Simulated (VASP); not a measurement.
# Hf2SnS3 (P-6m2) in VASP: further runs

Runs on Hf2SnS3. Level: PBE. Tasks: single point, relaxation of cell and atoms.

Everything below comes from runs of VASP 6.6.1. Logs are shortened: lines on timing, memory, paths and dates and some standing lists are left out, and cuts for length are marked.

**1. The cell of the first run**

Symmetry: P-6m2, No. 187, hexagonal system. The conventional cell has a = 4.609 Å, b = 4.609 Å, c = 6.243 Å, α = 90.00°, β = 90.00°, γ = 120.00°. Hf (site symmetry 3m) has 2 Hf at 3.02 to 3.23 Å and 9 S at 3.06 to 3.11 Å and 3 Sn at 3.11 Å within 4.0 Å. Within 3.5 Å of Sn (site symmetry -6m2) lie 5 S at 2.66 to 3.12 Å and 6 Hf at 3.11 Å. S (site symmetry -6m2) has 3 S at 2.66 Å and 6 Hf at 3.06 Å and 2 Sn at 3.12 Å within 3.5 Å. S (site symmetry -6m2) has 3 Sn at 2.66 Å and 6 Hf at 3.11 Å and 2 S at 3.12 Å within 3.5 Å. Within 3.5 Å of S (site symmetry -6m2) lie 5 S at 2.66 to 3.12 Å and 6 Hf at 3.06 Å.

**2. Single point, PBE**

Contents of INCAR:

```
SYSTEM = Hf2SnS3
PREC = Accurate ; ENCUT = 520
EDIFF = 1E-6 ; ISMEAR = 0
SIGMA = 0.1 ; LREAL = .FALSE.
LASPH = .TRUE. ; NELM = 80
ALGO = Normal ; ISIF = 2
LWAVE = .FALSE. ; LCHARG = .FALSE.
GGA = PE ; NBANDS = 35
```

Contents of KPOINTS:

```
regular mesh
0
G
  6 6 2
  0 0 0
```

Contents of POSCAR:

```
Hf2SnS3
1.0
    4.6090803961      0.0000000000      0.0000000000
   -2.3045401981      3.9915807111      0.0000000000
    0.0000000000      0.0000000000      6.2429260146
Hf Sn S
2 1 3
Direct
    0.3333333333      0.6666666667      0.7583227499
    0.3333333333      0.6666666667      0.2416772501
    0.6666666667      0.3333333333      0.5000000000
    0.6666666667      0.3333333333      0.0000000000
    0.0000000000      0.0000000000      0.5000000000
    0.0000000000      0.0000000000      0.0000000000
```

Potentials or basis: VASP PAW PBE potentials, release 64 (Hf_pv, Sn_d, S).

On the command line:

```bash
> cat potpaw_PBE.64/Hf_pv/POTCAR potpaw_PBE.64/Sn_d/POTCAR potpaw_PBE.64/S/POTCAR > POTCAR
> mpirun -np 1 vasp_std > vasp.out
```

OUTCAR:

```text
SYSTEM = Hf2SnS3
   PREC = Accurate
   ENCUT = 520
   EDIFF = 1E-6
   ISMEAR = 0
   LREAL = .FALSE.
   LASPH = .TRUE.
   NELM = 80
   ISIF = 2
   GGA = PE

 ion  position               nearest neighbor table
   1  0.333  0.667  0.758-   2 3.02   4 3.06   4 3.06   6 3.06   6 3.06   6 3.06   4 3.06   3 3.11
                             3 3.11   5 3.11   5 3.11   5 3.11   3 3.11   2 3.23
   2  0.333  0.667  0.242-   1 3.02   4 3.06   4 3.06   6 3.06   6 3.06   6 3.06   4 3.06   3 3.11
                             3 3.11   5 3.11   5 3.11   5 3.11   3 3.11   1 3.23
   3  0.667  0.333  0.500-   5 2.66   5 2.66   5 2.66   2 3.11   1 3.11   2 3.11   1 3.11   1 3.11
                             2 3.11   4 3.12   4 3.12
   4  0.667  0.333  0.000-   6 2.66   6 2.66   6 2.66   2 3.06   1 3.06   2 3.06   1 3.06   1 3.06
                             2 3.06   3 3.12   3 3.12
   5  0.000  0.000  0.500-   3 2.66   3 2.66   3 2.66   1 3.11   2 3.11   1 3.11   2 3.11   1 3.11
                             2 3.11
   6  0.000  0.000  0.000-   4 2.66   4 2.66   4 2.66   1 3.06   2 3.06   1 3.06   2 3.06   1 3.06
                             2 3.06

  LATTYP: Found a hexagonal cell.
 ALAT       =     4.6090803961
 C/A-ratio  =     1.3544840788

  Lattice vectors:

 A1 = (   4.6090803961,   0.0000000000,   0.0000000000)
 A2 = (  -2.3045401981,   3.9915807111,   0.0000000000)
 A3 = (   0.0000000000,   0.0000000000,   6.2429260146)

Analysis of symmetry for initial positions (statically):
=====================================================================
 Subroutine PRICEL returns:
 Original cell was already a primitive cell.

 Routine SETGRP: Setting up the symmetry group for a
 hexagonal supercell.

 Subroutine GETGRP returns: Found 12 space group operations
 (whereof 12 operations were pure point group operations)
 out of a pool of 24 trial point group operations.

The static configuration has the point symmetry D_3h.

Analysis of symmetry for dynamics (positions and initial velocities):
=====================================================================
 Subroutine PRICEL returns:
 Original cell was already a primitive cell.

 Routine SETGRP: Setting up the symmetry group for a
 hexagonal supercell.

 Subroutine GETGRP returns: Found 12 space group operations
 (whereof 12 operations were pure point group operations)
 out of a pool of 24 trial point group operations.

The dynamic configuration has the point symmetry D_3h.

 Subroutine INISYM returns: Found 12 space group operations
 (whereof 12 operations are pure point group operations),
 and found     1 'primitive' translations

----------------------------------------------------------------------------------------

                                     Primitive cell

  volume of cell :     114.8543

  direct lattice vectors                    reciprocal lattice vectors
     4.609080396  0.000000000  0.000000000     0.216963020  0.125263658  0.000000000
    -2.304540198  3.991580711  0.000000000     0.000000000  0.250527315  0.000000000
     0.000000000  0.000000000  6.242926015     0.000000000  0.000000000  0.160181299

  length of vectors
     4.609080396  4.609080396  6.242926015     0.250527315  0.250527315  0.160181299

  position of ions in fractional coordinates (direct lattice)
     0.333333333  0.666666667  0.758322750
     0.333333333  0.666666667  0.241677250
     0.666666667  0.333333333  0.500000000
     0.666666667  0.333333333  0.000000000
     0.000000000  0.000000000  0.500000000
     0.000000000  0.000000000  0.000000000

  ion indices of the primitive-cell ions
   primitive index   ion index
                 1           1
                 2           2
                 3           3
                 4           4
                 5           5
                 6           6

----------------------------------------------------------------------------------------

 KPOINTS: regular mesh

Automatic generation of k-mesh.
 Grid dimensions read from file:
 generate k-points for:    6    6    2

 Generating k-lattice:

  Cartesian coordinates                     Fractional coordinates (reciprocal lattice)
     0.036160503  0.020877276  0.000000000     0.166666667  0.000000000  0.000000000
     0.000000000  0.041754553  0.000000000     0.000000000  0.166666667  0.000000000
     0.000000000  0.000000000  0.080090650     0.000000000  0.000000000  0.500000000

  Length of vectors
     0.041754553  0.041754553  0.080090650

  Shift w.r.t. Gamma in fractional coordinates (k-lattice)
     0.000000000  0.000000000  0.000000000

 Subroutine IBZKPT returns following result:
 ===========================================

 Found     14 irreducible k-points:

 Following reciprocal coordinates:
            Coordinates               Weight
  0.000000  0.000000  0.000000      1.000000
  0.166667  0.000000  0.000000      6.000000
  0.333333  0.000000  0.000000      6.000000
  0.500000  0.000000  0.000000      3.000000
[... 65 lines left out ...]
   NGX = 17   NGY = 17   NGZ = 23

 number of electron      51.9999991 magnetization

 Free energy of the ion-electron system (eV)
  ---------------------------------------------------
  ext. energy  EPLUGINS =         0.00000000
  ---------------------------------------------------
  free energy    TOTEN  =       -35.89479835 eV

  energy without entropy =      -35.86572746  energy(sigma->0) =      -35.88026290

 E-fermi :   7.7172     XC(G=0): -11.1584

 val. band max:        7.7143026191   @ k =   0.3333   0.1667   0.0000
 cond. band min:       7.7450279246   @ k =   0.3333   0.1667   0.5000
 fundamental gap:      0.0307253055
 Fermi energy:         7.7172062043

 k-point     1 :       0.0000    0.0000    0.0000
  band No.  band energies     occupation
      1     -24.4022      2.00000
      2     -24.3081      2.00000
      3     -24.3081      2.00000
      4     -24.2533      2.00000
      5     -24.2533      2.00000
      6     -23.9094      2.00000
[... 27 lines left out ...]
     34      10.7271      0.00000
     35      10.7271      0.00000

 k-point     2 :       0.1667    0.0000    0.0000
  band No.  band energies     occupation
      1     -24.4013      2.00000
      2     -24.3115      2.00000
      3     -24.3088      2.00000
      4     -24.2555      2.00000
      5     -24.2539      2.00000
      6     -23.9093      2.00000
[... 27 lines left out ...]
     34      10.8422      0.00000
     35      11.0695      0.00000

 k-point     3 :       0.3333    0.0000    0.0000
  band No.  band energies     occupation
      1     -24.3996      2.00000
      2     -24.3184      2.00000
      3     -24.3102      2.00000
      4     -24.2601      2.00000
      5     -24.2552      2.00000
      6     -23.9091      2.00000
[... 27 lines left out ...]
     34      10.7272      0.00000
     35      10.7988      0.00000

 k-point     4 :       0.5000    0.0000    0.0000
  band No.  band energies     occupation
      1     -24.3987      2.00000
      2     -24.3218      2.00000
      3     -24.3109      2.00000
      4     -24.2623      2.00000
      5     -24.2559      2.00000
      6     -23.9090      2.00000
[... 27 lines left out ...]
     34      10.1348      0.00000
     35      10.8331      0.00000

 k-point     5 :       0.1667    0.1667    0.0000
  band No.  band energies     occupation
      1     -24.4000      2.00000
      2     -24.3160      2.00000
      3     -24.3105      2.00000
      4     -24.2585      2.00000
      5     -24.2553      2.00000
      6     -23.9091      2.00000
[... 258 lines left out ...]
 k-point    12 :       0.1667    0.1667    0.5000
  band No.  band energies     occupation
      1     -24.2961      2.00000
      2     -24.2917      2.00000
      3     -24.2787      2.00000
      4     -24.2743      2.00000
      5     -24.2335      2.00000
      6     -24.0849      2.00000
[... 27 lines left out ...]
     34      10.1439      0.00000
     35      10.4724      0.00000

 k-point    13 :       0.3333    0.1667    0.5000
  band No.  band energies     occupation
      1     -24.2996      2.00000
      2     -24.2937      2.00000
      3     -24.2818      2.00000
      4     -24.2761      2.00000
      5     -24.2327      2.00000
      6     -24.0841      2.00000
[... 27 lines left out ...]
     34      10.3042      0.00000
     35      10.5991      0.00000

 k-point    14 :       0.3333    0.3333    0.5000
  band No.  band energies     occupation
      1     -24.2980      2.00000
      2     -24.2972      2.00000
      3     -24.2799      2.00000
      4     -24.2797      2.00000
      5     -24.2324      2.00000
      6     -24.0839      2.00000
[... 27 lines left out ...]
     34      10.2833      0.00000
     35      10.5371      0.00000

------------------------ aborting loop because EDIFF is reached ----------------------------------------

  FORCE on cell =-STRESS in cart. coord.  units (eV):
  Direction    XX          YY          ZZ          XY          YZ          ZX
  --------------------------------------------------------------------------------------
  -------------------------------------------------------------------------------------
  Total       -0.4217055     -0.4217055     -0.4514400      0.0000000      0.0000000     -0.0000000
  in kB       -5.8826429     -5.8826429     -6.2974290      0.0000000      0.0000000     -0.0000000
  external PRESSURE =      -6.0209049 kB  Pullay stress =       0.0000000 kB

 VOLUME and BASIS-vectors are now :
 -----------------------------------------------------------------------------
  energy-cutoff  :      520.00
  volume of cell :      114.85
      direct lattice vectors                 reciprocal lattice vectors
     4.609080396  0.000000000  0.000000000     0.216963020  0.125263658  0.000000000
    -2.304540198  3.991580711  0.000000000     0.000000000  0.250527315  0.000000000
     0.000000000  0.000000000  6.242926015     0.000000000  0.000000000  0.160181299

 POSITION                                       TOTAL-FORCE (eV/Angst)
 -----------------------------------------------------------------------------------
     -0.00000      2.66105      4.73415         0.000000     -0.000000      0.009756
     -0.00000      2.66105      1.50877         0.000000     -0.000000     -0.009756
      2.30454      1.33053      3.12146        -0.000000      0.000000      0.000000
      2.30454      1.33053      0.00000        -0.000000      0.000000      0.000000
      0.00000      0.00000      3.12146         0.000000      0.000000      0.000000
      0.00000      0.00000      0.00000        -0.000000      0.000000      0.000000
 -----------------------------------------------------------------------------------
    total drift:                               -0.000000      0.000000      0.000000

  FREE ENERGIE OF THE ION-ELECTRON SYSTEM (eV)
  ---------------------------------------------------
  free  energy   TOTEN  =       -35.8947983501 eV

  energy  without entropy=      -35.8657274591  energy(sigma->0) =      -35.88026290
```

It took 51 s on 1 thread of Intel Xeon Platinum 8259CL at 2.50GHz (Skylake/Cascade Lake), shared host; peak memory 0.26 GiB.

Results:

```yaml
Free_energy: -35.8948 eV
Pressure: -0.6 GPa
Largest_force: 0.010 eV/Å
Band_gap_on_the_k_mesh: zero (band 26 reaches 8.07 eV, above the bottom of band 27 at 6.79 eV)
```

Forces on the atoms (eV/Å):
```
Hf   0.000  0.000  0.010
Hf   0.000  0.000 -0.010
Sn   0.000  0.000  0.000
S    0.000  0.000  0.000
S    0.000  0.000  0.000
S    0.000  0.000  0.000
```

Caveat: the k points lie up to 0.50 Å⁻¹ apart; spin-orbit coupling is left out, which moves the levels of the heavy elements.

**3. Single point, PBE**

This run uses another cell than the first one, of 22.42 Å³/atom, 1.171 times its volume.

Contents of INCAR:

```
SYSTEM = Hf2SnS3
ALGO = Normal ; EDIFF = 1E-7
ENCUT = 520 ; GGA = PE
ISIF = 2 ; ISMEAR = 0
LASPH = .True. ; LCHARG = .False.
LREAL = .False. ; LWAVE = .False.
NBANDS = 35 ; NELM = 80
PREC = Accurate ; SIGMA = 0.1
```

Contents of KPOINTS:

```
k-points
0
Gamma
  6 6 2
  0 0 0
```

Contents of POSCAR:

```
Hf2SnS3
1.0
    4.2852247200      0.0000000000      0.0000000000
   -2.1426123600      3.7111134700      0.0000000000
    0.0000000000      0.0000000000      8.4591373400
Hf Sn S
2 1 3
Direct
    0.3333333300      0.6666666700      0.7520078400
    0.3333333300      0.6666666700      0.2479921600
    0.6666666700      0.3333333300      0.5000000000
    0.6666666700      0.3333333300      0.0000000000
    0.0000000000      0.0000000000      0.5000000000
    0.0000000000      0.0000000000      0.0000000000
```

Potentials or basis: VASP PAW PBE potentials, release 64 (Hf_pv, Sn_d, S).

On the command line:

```bash
> cat potpaw_PBE.64/Hf_pv/POTCAR potpaw_PBE.64/Sn_d/POTCAR potpaw_PBE.64/S/POTCAR > POTCAR
> mpirun -np 1 vasp_std > vasp.out
```

Wall time 72 s (1 thread of Intel Xeon Platinum 8259CL at 2.50GHz (Skylake/Cascade Lake), shared host); peak memory 0.26 GiB.

Results (log left out):

| Item | Value |
| --- | --- |
| Free energy | -31.9982 eV |
| Pressure | -3.8 GPa |
| Largest force | 0.873 eV/Å |
| Band gap on the k mesh | zero (band 26 reaches 7.17 eV, above the bottom of band 27 at 5.68 eV) |

Forces in eV/Å, atoms in the order of the input:
```
Hf   0.000  0.000  0.873
Hf   0.000  0.000 -0.873
Sn   0.000  0.000  0.000
S    0.000  0.000  0.000
S    0.000  0.000  0.000
S    0.000  0.000  0.000
```

Stress tensor (GPa, compression positive):
```
  4.04   0.00   0.00
  0.00   4.04   0.00
  0.00   0.00 -19.40
```

Levels at points of the mesh, in eV from the Fermi level:
```csv
k point,band 22,band 23,band 24,band 25,band 26,band 27,band 28,band 29,band 30,band 31
"(0.00, 0.00, 0.00)",-2.30,-2.30,-1.96,-1.09,-0.53,-0.53,-0.37,-0.37,0.17,0.37
"(0.50, 0.00, 0.00)",-3.14,-1.57,-0.61,0.24,0.24,0.47,0.52,0.72,1.27,1.38
"(0.00, 0.00, 0.50)",-2.16,-2.16,-1.13,-1.13,-0.98,-0.86,-0.53,0.22,0.22,0.25
"(0.50, 0.00, 0.50)",-3.30,-2.84,0.26,0.59,0.63,0.66,0.69,0.76,1.14,1.15
```

Caveat: the k points lie up to 0.37 Å⁻¹ apart; spin-orbit coupling is left out, which moves the levels of the heavy elements.

**4. Relaxation of cell and atoms, PBE**

This run uses another cell than the first one, of 22.42 Å³/atom, 1.171 times its volume.

Contents of INCAR:

```
SYSTEM = Hf2SnS3
PREC = Accurate
ENCUT = 600
EDIFF = 1E-6
ISMEAR = 0
SIGMA = 0.1
LREAL = .FALSE.
LASPH = .TRUE.
NELM = 100
ALGO = Normal
ISIF = 3
LWAVE = .FALSE.
LCHARG = .FALSE.
GGA = PE
IBRION = 2
NSW = 90
EDIFFG = -0.04
```

Contents of KPOINTS:

```
regular mesh
0
G
  6 6 2
  0 0 0
```

POSCAR is that of step 3.

On the command line:

```bash
> cat potpaw_PBE.64/Hf_pv/POTCAR potpaw_PBE.64/Sn_d/POTCAR potpaw_PBE.64/S/POTCAR > POTCAR
> mpirun -np 1 vasp_std > vasp.out
```

It took 14 min on 1 thread of Intel Xeon Platinum 8259CL at 2.50GHz (Skylake/Cascade Lake), shared host; peak memory 0.36 GiB.

The run converged. Its results:

```yaml
Free_energy: -35.8963 eV
Relaxed_volume: 19.04 Å³/atom
Relaxed_cell: a = 4.602 Å, b = 4.602 Å, c = 6.227 Å, α = 90.00°, β = 90.00°, γ = 120.00°
Space_group_after_relaxing_to_0.05_Å: P-6m2 (No. 187)
Energy_gained_by_relaxing: 649.6 meV/atom
Ionic_steps: 16
Pressure_after_relaxing: -0.1 GPa
Band_gap_on_the_k_mesh: zero (band 26 reaches 8.14 eV, above the bottom of band 27 at 6.87 eV)
```

Stress tensor (GPa, compression positive):
```
-0.13  0.00  0.00
 0.00 -0.13  0.00
 0.00  0.00  0.09
```

Step by step:
```tsv
step	energy change (eV)	largest force (eV/Å)	pressure (GPa)	volume (Å³)
1	0.0000	0.8723	-3.74	134.53
2	-2.3821	0.7594	-3.43	123.44
3	16.6172	24.8140	125.27	79.03
4	-2.7281	0.9590	-1.96	120.43
5	-2.9371	0.1451	13.80	101.57
6	-3.7448	0.4108	6.19	107.80
7	-3.5599	0.7990	0.83	114.33
8	-3.8159	0.5374	3.67	110.27
9	-3.8171	0.5085	4.17	109.71
10	-3.8232	0.1219	-2.92	118.04
11	-3.8847	0.2493	0.25	113.82
12	-3.8935	0.1463	-0.35	114.52
13	-3.8935	0.1504	-0.32	114.48
14	-3.8965	0.0815	0.11	113.97
15	-3.8969	0.0485	0.35	113.71
16	-3.8978	0.0008	-0.06	114.22
```

Final structure:
```
Hf Sn S
1.0
     4.60200    0.00000    0.00000
    -2.30100    3.98545    0.00000
     0.00000    0.00000    6.22731
Hf Sn S
2 1 3
Direct
  0.33333 0.66667 0.75831
  0.33333 0.66667 0.24169
  0.66667 0.33333 0.50000
  0.66667 0.33333 0.00000
  0.00000 0.00000 0.50000
  0.00000 0.00000 0.00000
```

Levels at points of the mesh, in eV from the Fermi level:
```csv
k point,band 23,band 24,band 25,band 26,band 27,band 28,band 29,band 30
"(0.00, 0.00, 0.00)",-3.03,-2.26,-1.22,-1.22,-0.91,-0.19,-0.19,2.35
"(0.50, 0.00, 0.00)",-1.23,-1.14,-0.95,0.36,0.82,1.27,1.37,1.45
"(0.00, 0.00, 0.50)",-3.03,-1.69,-1.69,-1.26,-0.38,0.70,0.78,1.66
"(0.50, 0.00, 0.50)",-1.65,-0.99,-0.97,0.26,0.47,0.64,1.21,1.69
```

Caveat: the k points lie up to 0.50 Å⁻¹ apart in the final cell; the volume moved by over 15 % at a fixed basis, so the end points are rough; spin-orbit coupling is left out, which moves the levels of the heavy elements.

**5. Overview**

```tsv
task	cell	cutoff (eV)	gap on the mesh (eV)	pressure (GPa)	largest force (eV/Å)
single point	a = 4.609, b = 4.609, c = 6.243 Å, angles 90.0, 90.0, 120.0°, 6 atoms	520	none	-0.6	0.01
single point	a = 4.285, b = 4.285, c = 8.459 Å, angles 90.0, 90.0, 120.0°, 6 atoms	520	none	-3.8	0.87
relaxation of cell and atoms	relaxed from a = 4.285, b = 4.285, c = 8.459 Å, angles 90.0, 90.0, 120.0°, 6 atoms	600	none	-0.1	-
```

Alike in all rows: level PBE; potentials or basis VASP PAW PBE potentials, release 64 (Hf_pv, Sn_d, S); no spin polarisation; k mesh 6 × 6 × 2; smearing gaussian 0.1 eV.

Caveats: all runs use coarse meshes; spin-orbit coupling is left out, which moves the levels of the heavy elements; the volume moved by over 15 % at a fixed basis, so the end points are rough (some runs).

Absolute energies hang on the potentials; compare differences alone.
